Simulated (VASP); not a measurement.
# GeW (zincblende type) (F-43m) in VASP: a series of runs

Runs on GeW (zincblende type). Level: PBE. Tasks: relaxation of cell and atoms.

Everything below comes from runs of VASP 6.6.1. Logs are shortened: lines on timing, memory, paths and dates and some standing lists are left out, and cuts for length are marked.

## 1. The cell of the first run

The structure is cubic, space group F-43m (No. 216). Conventional cell: a = 4.340 Å, b = 4.340 Å, c = 4.340 Å, α = 90.00°, β = 90.00°, γ = 90.00°. W (site symmetry -43m) has 4 Ge at 1.88 Å within 2.5 Å. Ge (site symmetry -43m) has 4 W at 1.88 Å within 2.5 Å.

## 2. Relaxation of cell and atoms, PBE, target pressure 340 GPa, at which the enthalpy is minimised

The input, INCAR:

```
SYSTEM = GeW
ALGO     = Normal         ! electronic algorithm
EDIFF    = 1E-6           ! SCF threshold, eV
EDIFFG   = -0.005         ! ionic threshold
ENCUT    = 600            ! plane-wave cutoff, eV
GGA      = PE             ! functional
IBRION   = 2              ! ionic algorithm
ISIF     = 3              ! what is computed and relaxed
ISMEAR   = -1             ! smearing method
LASPH    = .TRUE.         ! aspherical terms in the spheres
LCHARG   = .FALSE.        ! write CHGCAR
LREAL    = .FALSE.        ! projectors in reciprocal space
LWAVE    = .FALSE.        ! write WAVECAR
NELM     = 60             ! most SCF steps
NSW      = 60             ! ionic steps
PREC     = Accurate       ! precision mode
PSTRESS  = 3400.0       
SIGMA    = 0.05           ! smearing width, eV
```

The input, KPOINTS:

```
k-points
0
G
  13 13 13
  0 0 0
```

The input, POSCAR:

```
GeW
1.0
    0.0000000000      2.1702190612      2.1702190612
    2.1702190612      0.0000000000      2.1702190612
    2.1702190612      2.1702190612      0.0000000000
W Ge
1 1
Direct
    0.0000000000      0.0000000000      0.0000000000
    0.2500000000      0.2500000000      0.2500000000
```

Potentials or basis: VASP PAW PBE potentials, release 64 (W_sv, Ge_d).

Command:

```bash
cat potpaw_PBE.64/W_sv/POTCAR potpaw_PBE.64/Ge_d/POTCAR > POTCAR
mpirun -np 1 vasp_std > vasp.out
```

OUTCAR:

```text
SYSTEM = GeW
   EDIFF = 1E-6
   EDIFFG = -0.005
   ENCUT = 600
   GGA = PE
   IBRION = 2
   ISIF = 3
   ISMEAR = -1
   LASPH = .TRUE.
   LREAL = .FALSE.
   NELM = 60
   NSW = 60
   PREC = Accurate
   PSTRESS = 3400.0

 ion  position               nearest neighbor table
   1  0.000  0.000  0.000-   2 1.88   2 1.88   2 1.88   2 1.88
   2  0.250  0.250  0.250-   1 1.88   1 1.88   1 1.88   1 1.88

  LATTYP: Found a face centered cubic cell.
 ALAT       =     4.3404381224

  Lattice vectors:

 A1 = (   0.0000000000,   2.1702190612,   2.1702190612)
 A2 = (   2.1702190612,   0.0000000000,   2.1702190612)
 A3 = (   2.1702190612,   2.1702190612,   0.0000000000)

Analysis of symmetry for initial positions (statically):
=====================================================================
 Subroutine PRICEL returns:
 Original cell was already a primitive cell.

 Routine SETGRP: Setting up the symmetry group for a
 face centered cubic supercell.

 Subroutine GETGRP returns: Found 24 space group operations
 (whereof 24 operations were pure point group operations)
 out of a pool of 48 trial point group operations.

The static configuration has the point symmetry T_d .

Analysis of symmetry for dynamics (positions and initial velocities):
=====================================================================
 Subroutine PRICEL returns:
 Original cell was already a primitive cell.

 Routine SETGRP: Setting up the symmetry group for a
 face centered cubic supercell.

 Subroutine GETGRP returns: Found 24 space group operations
 (whereof 24 operations were pure point group operations)
 out of a pool of 48 trial point group operations.

The dynamic configuration has the point symmetry T_d .

 Subroutine INISYM returns: Found 24 space group operations
 (whereof 24 operations are pure point group operations),
 and found     1 'primitive' translations

----------------------------------------------------------------------------------------

                                     Primitive cell

  volume of cell :      20.4428

  direct lattice vectors                    reciprocal lattice vectors
     0.000000000  2.170219061  2.170219061    -0.230391489  0.230391489  0.230391489
     2.170219061  0.000000000  2.170219061     0.230391489 -0.230391489  0.230391489
     2.170219061  2.170219061  0.000000000     0.230391489  0.230391489 -0.230391489

  length of vectors
     3.069153230  3.069153230  3.069153230     0.399049764  0.399049764  0.399049764

  position of ions in fractional coordinates (direct lattice)
     0.000000000  0.000000000  0.000000000
     0.250000000  0.250000000  0.250000000

  ion indices of the primitive-cell ions
   primitive index   ion index
                 1           1
                 2           2

----------------------------------------------------------------------------------------

 KPOINTS: k-points

Automatic generation of k-mesh.
 Grid dimensions read from file:
 generate k-points for:   13   13   13

 Generating k-lattice:

  Cartesian coordinates                     Fractional coordinates (reciprocal lattice)
    -0.017722422  0.017722422  0.017722422     0.076923077  0.000000000  0.000000000
     0.017722422 -0.017722422  0.017722422     0.000000000  0.076923077  0.000000000
     0.017722422  0.017722422 -0.017722422     0.000000000  0.000000000  0.076923077

  Length of vectors
     0.030696136  0.030696136  0.030696136

  Shift w.r.t. Gamma in fractional coordinates (k-lattice)
     0.000000000  0.000000000  0.000000000

 Subroutine IBZKPT returns following result:
 ===========================================

 Found     84 irreducible k-points:

 Following reciprocal coordinates:
            Coordinates               Weight
  0.000000  0.000000  0.000000      1.000000
  0.076923  0.000000  0.000000      8.000000
  0.153846  0.000000  0.000000      8.000000
  0.230769  0.000000  0.000000      8.000000
  0.307692  0.000000  0.000000      8.000000
  0.384615  0.000000  0.000000      8.000000
[... 16 lines left out ...]
  0.384615  0.153846  0.000000     24.000000
  0.461538  0.153846  0.000000     24.000000
 [... further k-points ...]
   k-points           NKPTS =     84   k-points in BZ     NKDIM =     84   number of bands    NBANDS=     18
   number of dos      NEDOS =    301   number of ions     NIONS =      2
   total plane-waves  NPLWV =  21952
   dimension x,y,z NGX =    28 NGY =   28 NGZ =   28
   dimension x,y,z NGXF=    56 NGYF=   56 NGZF=   56
   ions per type =               1   1
   NGX,Y,Z   is equivalent  to a cutoff of  15.17, 15.17, 15.17 a.u.
   NGXF,Y,Z  is equivalent  to a cutoff of  30.33, 30.33, 30.33 a.u.
 SYSTEM =  GeW
   PREC   = accura    normal or accurate (medium, high low for compatibility)
   ISTART =      0    job   : 0-new  1-cont  2-samecut
   ICHARG =      2    charge: 1-file 2-atom 10-const
   ISPIN  =      1    spin polarized calculation?
   LNONCOLLINEAR =      F non collinear calculations
   LSORBIT =      F    spin-orbit coupling
   LASPH  =      T    aspherical Exc in radial PAW
   ENCUT  =  600.0 eV  44.10 Ry    6.64 a.u.   6.13  6.13  6.13*2*pi/ulx,y,z
   NELM   =     60;   NELMIN=  2; NELMDL= -5     # of ELM steps
   EDIFF  = 0.1E-05   stopping-criterion for ELM
   LREAL  =      F    real-space projection
   EDIFFG = -.5E-02   stopping-criterion for IOM
   NSW    =     60    number of steps for IOM
   IBRION =      2    ionic relax: 0-MD 1-quasi-New 2-CG
   NFREE  =      1    steps in history (QN), initial steepest desc. (CG)
   ISIF   =      3    stress and relaxation
   ISYM   =      2    0-nonsym 1-usesym 2-fastsym
   POTIM  = 0.5000    time-step for ionic-motion
   TEBEG  =    0.0;   TEEND  =   0.0 temperature during run
   PSTRESS= 3400.0 pullay stress
   NELECT =      28.0000    total number of electrons
   NUPDOWN=      -1.0000    fix difference up-down
   EMIN   =  10.00;   EMAX   =-10.00  energy-range for DOS
   EFERMI =   0.00;   METHOD = LEGACY
   ISMEAR =    -1;   SIGMA  =   0.05  broadening in eV -4-tet -1-fermi 0-gaus
   EFERMI_NEDOS =   21; number of points for ismear=-14 and -15
   IALGO  =     38    algorithm
   IMIX   =      4    mixing-type and parameters
     AMIX     =   0.40;   BMIX     =  1.00
     AMIX_MAG =   1.60;   BMIX_MAG =  1.00
  volume/ion in A,a.u.               =      10.22        68.98
  Fermi-wavevector in a.u.,A,eV,Ry     =   1.818084  3.435681 44.973096  3.305429
  Thomas-Fermi vector in A             =   2.875152
   LORBIT       =      0    0 simple, 1 ext, 2 COOP (PROOUT), +10 PAW based schemes
   GGA     = PE    functional components
   LHFCALC =     F    Hartree Fock is set to
   AEXX    =    0.0000 exact exchange contribution
   IVDW    =     0    specifies the selected vdW correction
   LEPSILON=     F    determine dielectric tensor
   LRPA    =     F    only Hartree local field effects (RPA)
 conjugate gradient relaxation of ions
 non-spin polarized calculation
  energy-cutoff  :      600.00
  volume of cell :       20.44
 maximum number of plane-waves:       701
 NGX is ok and might be reduce to    28
   NGX = 13   NGY = 13   NGZ = 13

--------------------------------------- Ionic step        1  -------------------------------------------

 number of electron      28.0000005 magnetization

 Free energy of the ion-electron system (eV)
  ---------------------------------------------------
  ext. energy  EPLUGINS =         0.00000000
  ---------------------------------------------------
  free energy    TOTEN  =         5.10786069 eV

  energy without entropy =        5.11467679  energy(sigma->0) =        5.11126874

------------------------ aborting loop because EDIFF is reached ----------------------------------------

  FORCE on cell =-STRESS in cart. coord.  units (eV):
  Direction    XX          YY          ZZ          XY          YZ          ZX
  --------------------------------------------------------------------------------------
  -------------------------------------------------------------------------------------
  Total       61.9863466     61.9863466     61.9863466      0.0000000      0.0000000      0.0000000
  in kB     4858.0939185   4858.0939185   4858.0939185      0.0000000      0.0000000      0.0000000
  external PRESSURE =    1458.0939185 kB  Pullay stress =    3400.0000000 kB

 VOLUME and BASIS-vectors are now :
 -----------------------------------------------------------------------------
  energy-cutoff  :      600.00
  volume of cell :       20.44
      direct lattice vectors                 reciprocal lattice vectors
     0.000000000  2.170219061  2.170219061    -0.230391489  0.230391489  0.230391489
     2.170219061  0.000000000  2.170219061     0.230391489 -0.230391489  0.230391489
     2.170219061  2.170219061  0.000000000     0.230391489  0.230391489 -0.230391489
[... 8 lines left out ...]
  FREE ENERGIE OF THE ION-ELECTRON SYSTEM (eV)
  ---------------------------------------------------
  free  energy   TOTEN  =         5.1078606895 eV

  energy  without entropy=        5.1146767940  energy(sigma->0) =        5.11126874

  enthalpy is  TOTEN    =        48.4898088568 eV   P V=       43.3819481674

--------------------------------------- Ionic step        2  -------------------------------------------

 number of electron      28.0000032 magnetization

 E-fermi :   2.7950     XC(G=0):  -9.2053

 val. band max:        2.7931128162   @ k =   0.0769   0.0000   0.0000
 cond. band min:       2.8042878686   @ k =  -0.2308   0.3846   0.1538
 fundamental gap:      0.0111750524
 Fermi energy:         2.7949503196

 k-point     1 :       0.0000    0.0000    0.0000
  band No.  band energies     occupation
      1     -71.6155      2.00000
      2     -35.7507      2.00000
      3     -35.7507      2.00000
      4     -35.7507      2.00000
      5     -20.8851      2.00000
      6     -20.8851      2.00000
[... 10 lines left out ...]
     17       8.3783      0.00000
     18       8.3783      0.00000
[... 588 lines left out ...]
  FREE ENERGIE OF THE ION-ELECTRON SYSTEM (eV)
  ---------------------------------------------------
  free  energy   TOTEN  =        -1.0613137369 eV

  energy  without entropy=       -1.0505310923  energy(sigma->0) =       -1.05592241

  enthalpy is  TOTEN    =        47.5044560393 eV   P V=       48.5657697762

--------------------------------------- Ionic step        5  -------------------------------------------

 number of electron      28.0000002 magnetization

 Free energy of the ion-electron system (eV)
  ---------------------------------------------------
  ext. energy  EPLUGINS =         0.00000000
  ---------------------------------------------------
  free energy    TOTEN  =        -0.81067317 eV

  energy without entropy =       -0.79987842  energy(sigma->0) =       -0.80527579

 E-fermi :  14.2267     XC(G=0): -14.5332

 val. band max:       14.1838837976   @ k =  -0.1538   0.1538   0.0000
 cond. band min:      14.2267316424   @ k =   0.2308   0.1538   0.0000
 fundamental gap:      0.0428478447
 Fermi energy:        14.2266636493

 k-point     1 :       0.0000    0.0000    0.0000
  band No.  band energies     occupation
      1     -59.2556      2.00000
      2     -24.2111      2.00000
      3     -24.2111      2.00000
      4     -24.2111      2.00000
      5     -11.3534      2.00000
      6     -11.3534      2.00000
[... 10 lines left out ...]
     17      24.2907      0.00000
     18      24.2907      0.00000
[... 505 lines left out ...]
 POSITION                                       TOTAL-FORCE (eV/Angst)
 -----------------------------------------------------------------------------------
      0.00000      0.00000      0.00000         0.000000     -0.000000     -0.000000
      1.12476      1.12476      1.12476        -0.000000      0.000000      0.000000
 -----------------------------------------------------------------------------------
    total drift:                               -0.000002     -0.000002     -0.000002

  FREE ENERGIE OF THE ION-ELECTRON SYSTEM (eV)
  ---------------------------------------------------
  free  energy   TOTEN  =        -0.8106731694 eV

  energy  without entropy=       -0.7998784161  energy(sigma->0) =       -0.80527579

  enthalpy is  TOTEN    =        47.5021751452 eV   P V=       48.3128483145

 reached required accuracy - stopping structural energy minimisation
```

Run time: 3.2 min. Hardware: 1 thread of AMD EPYC 7R13 (Zen 3), shared host; peak memory 0.17 GiB.

Results:

| Property | Result |
| --- | --- |
| Free energy | -0.8107 eV |
| Relaxed volume | 11.38 Å³/atom |
| Relaxed cell | a = 3.181 Å, b = 3.181 Å, c = 3.181 Å, α = 60.00°, β = 60.00°, γ = 60.00° |
| Space group after relaxing (to 0.1 Å) | F-43m (No. 216) |
| Energy change on relaxing (the run minimises the enthalpy) | -2959.3 meV/atom |
| Ionic steps | 5 |
| Pressure after relaxing | 340.0 GPa |
| Band gap on the k mesh | zero (bands 14 and 15 overlap by 1.52 eV) |

Step by step:
| step | energy change (eV) | largest force (eV/Å) | pressure (GPa) | volume (Å³) |
| --- | --- | --- | --- | --- |
| 1 | 0.0000 | 0.0000 | 485.81 | 20.44 |
| 2 | -18.2506 | 0.0000 | -17.18 | 62.16 |
| 3 | -10.0961 | 0.0000 | 239.36 | 25.10 |
| 4 | -6.1692 | 0.0000 | 333.93 | 22.89 |
| 5 | -5.9185 | 0.0000 | 339.98 | 22.77 |

Final structure:
```
W Ge
1.0
     0.00000    2.24951    2.24951
     2.24951    0.00000    2.24951
     2.24951    2.24951    0.00000
W Ge
1 1
Direct
  0.00000 0.00000 0.00000
  0.25000 0.25000 0.25000
```

Caveat: the cell is relaxed towards a set pressure, so the run minimises the enthalpy, not the energy; spin-orbit coupling is left out, which moves the levels of the heavy elements.

## 3. Relaxation of cell and atoms, PBE, target pressure 340 GPa, at which the enthalpy is minimised

This run uses another cell than the first one, of 11.21 Å³/atom.

The input, INCAR:

```
SYSTEM = GeW
PREC     = Accurate       ! precision mode
ENCUT    = 600            ! plane-wave cutoff, eV
EDIFF    = 1E-6           ! SCF threshold, eV
ISMEAR   = -1             ! smearing method
SIGMA    = 0.05           ! smearing width, eV
LREAL    = .False.        ! projectors in reciprocal space
LASPH    = .True.         ! aspherical terms in the spheres
NELM     = 80             ! most SCF steps
ALGO     = Normal         ! electronic algorithm
ISIF     = 3              ! what is computed and relaxed
LWAVE    = .False.        ! write WAVECAR
LCHARG   = .False.        ! write CHGCAR
GGA      = PE             ! functional
IBRION   = 2              ! ionic algorithm
NSW      = 32             ! ionic steps
EDIFFG   = -0.005         ! ionic threshold
PSTRESS  = 3400.0
```

The input, KPOINTS:

```
Automatic mesh
0
Gamma
  13 13 13
  0 0 0
```

The input, POSCAR:

```
GeW
1.0
    0.0000000000      2.2383605022      2.2383605022
    2.2383605022      0.0000000000      2.2383605022
    2.2383605022      2.2383605022      0.0000000000
W Ge
1 1
Direct
    0.0000000000      0.0000000000      0.0000000000
    0.2500000000      0.2500000000      0.2500000000
```

Potentials or basis: VASP PAW PBE potentials, release 64 (W_sv, Ge_d).

Command:

```bash
cat potpaw_PBE.64/W_sv/POTCAR potpaw_PBE.64/Ge_d/POTCAR > POTCAR
mpirun -np 1 vasp_std > vasp.out
```

OUTCAR:

```text
SYSTEM = GeW
   PREC = Accurate
   ENCUT = 600
   EDIFF = 1E-6
   ISMEAR = -1
   LREAL = .False.
   LASPH = .True.
   NELM = 80
   ISIF = 3
   GGA = PE
   IBRION = 2
   NSW = 32
   EDIFFG = -0.005
   PSTRESS = 3400.0

 ion  position               nearest neighbor table
   1  0.000  0.000  0.000-   2 1.94   2 1.94   2 1.94   2 1.94
   2  0.250  0.250  0.250-   1 1.94   1 1.94   1 1.94   1 1.94

  LATTYP: Found a face centered cubic cell.
 ALAT       =     4.4767210044

  Lattice vectors:

 A1 = (   0.0000000000,   2.2383605022,   2.2383605022)
 A2 = (   2.2383605022,   0.0000000000,   2.2383605022)
 A3 = (   2.2383605022,   2.2383605022,   0.0000000000)

Analysis of symmetry for initial positions (statically):
=====================================================================
[... 370 lines left out ...]
  ---------------------------------------------------
  free energy    TOTEN  =        -0.80902171 eV

  energy without entropy =       -0.79822705  energy(sigma->0) =       -0.80362438

 E-fermi :  14.2274     XC(G=0): -14.5336

 val. band max:       14.2274090947   @ k =   0.2308   0.1538   0.0000
 cond. band min:      14.2396229474   @ k =  -0.3077   0.4615   0.2308
 fundamental gap:      0.0122138527
 Fermi energy:        14.2274295207

 k-point     1 :       0.0000    0.0000    0.0000
  band No.  band energies     occupation
      1     -59.2552      2.00000
      2     -24.2106      2.00000
      3     -24.2106      2.00000
      4     -24.2106      2.00000
      5     -11.3537      2.00000
      6     -11.3537      2.00000
[... 481 lines left out ...]
      5     -11.3986      2.00000
      6     -11.3632      2.00000
[... 10 lines left out ...]
     17      22.1625      0.00000
     18      22.6718      0.00000

 [... further k-points ...]

------------------------ aborting loop because EDIFF is reached ----------------------------------------

  FORCE on cell =-STRESS in cart. coord.  units (eV):
  Direction    XX          YY          ZZ          XY          YZ          ZX
  --------------------------------------------------------------------------------------
  -------------------------------------------------------------------------------------
  Total       48.3190507     48.3190507     48.3190507      0.0000000     -0.0000000     -0.0000000
  in kB     3400.6167047   3400.6167047   3400.6167047      0.0000000     -0.0000000     -0.0000000
  external PRESSURE =       0.6167047 kB  Pullay stress =    3400.0000000 kB
[... 21 lines left out ...]
  energy  without entropy=       -0.7982270462  energy(sigma->0) =       -0.80362438

  enthalpy is  TOTEN    =        47.5012662911 eV   P V=       48.3102879980

 reached required accuracy - stopping structural energy minimisation
```

OSZICAR:

```text
N       E                     dE             d eps       ncg     rms          rms(c)
DAV:   1     0.231227388915E+03    0.23123E+03   -0.15810E+04  3384   0.442E+03
DAV:   2     0.157718420263E+02   -0.21546E+03   -0.21111E+03  3108   0.626E+02
[... 78 lines left out ...]
DAV:   1    -0.808024027053E+00   -0.49888E-03   -0.40996E-07  1512   0.147E-02    0.114E-03
DAV:   2    -0.808024007176E+00    0.19877E-07   -0.57410E-08  1512   0.510E-03
  14 F= 0.47501266E+02 E0= 0.47506664E+02  d E =-.632410E-07
       N       E                     dE             d eps       ncg     rms          rms(c)
DAV:   1    -0.809021778145E+00   -0.99775E-03   -0.16399E-06  1512   0.294E-02    0.228E-03
DAV:   2    -0.809021706891E+00    0.71253E-07   -0.22984E-07  1512   0.102E-02
  15 F= 0.47501266E+02 E0= 0.47506664E+02  d E =-.254843E-06
```

Run time: 3.5 min. Hardware: 1 thread of AMD EPYC 7R13 (Zen 3), shared host; peak memory 0.17 GiB.

What came out:

```yaml
Free_energy: -0.8090 eV
Relaxed_volume: 11.38 Å³/atom
Relaxed_cell: a = 3.181 Å, b = 3.181 Å, c = 3.181 Å, α = 60.00°, β = 60.00°, γ = 60.00°
Space_group_after_relaxing_to_0.1_Å: F-43m (No. 216)
Energy_change_on_relaxing_the_run_minimises_the_enthalpy: -365.4 meV/atom
Ionic_steps: 15
Pressure_after_relaxing: 340.1 GPa
Band_gap_on_the_k_mesh: zero (bands 14 and 15 overlap by 1.52 eV)
```

The path:
```tsv
step	energy change (eV)	largest force (eV/Å)	pressure (GPa)	volume (Å³)
1	0.0000	0.0000	357.68	22.43
2	-7.0234	0.0000	188.43	26.69
3	-0.7987	0.0000	338.61	22.80
4	-0.7408	0.0000	339.88	22.77
5	-0.7263	0.0000	340.16	22.76
6	-0.7269	0.0000	340.15	22.76
7	-0.7288	0.0000	340.15	22.76
8	-0.7288	0.0000	340.09	22.76
9	-0.7288	0.0000	340.10	22.76
10	-0.7288	0.0000	340.10	22.76
11	-0.7289	0.0000	340.10	22.76
12	-0.7290	0.0000	340.09	22.76
13	-0.7293	0.0000	340.09	22.76
14	-0.7298	0.0000	340.08	22.76
15	-0.7308	0.0000	340.06	22.77
```

Final structure:
```
CELL_PARAMETERS angstrom
0.00000 2.24947 2.24947
2.24947 0.00000 2.24947
2.24947 2.24947 0.00000
ATOMIC_POSITIONS crystal
W 0.00000 0.00000 0.00000
Ge 0.25000 0.25000 0.25000
```

Caveat: the cell is relaxed towards a set pressure, so the run minimises the enthalpy, not the energy; spin-orbit coupling is left out, which moves the levels of the heavy elements.

The gap in the log of VASP goes by the Fermi energy; the results here count the filled bands.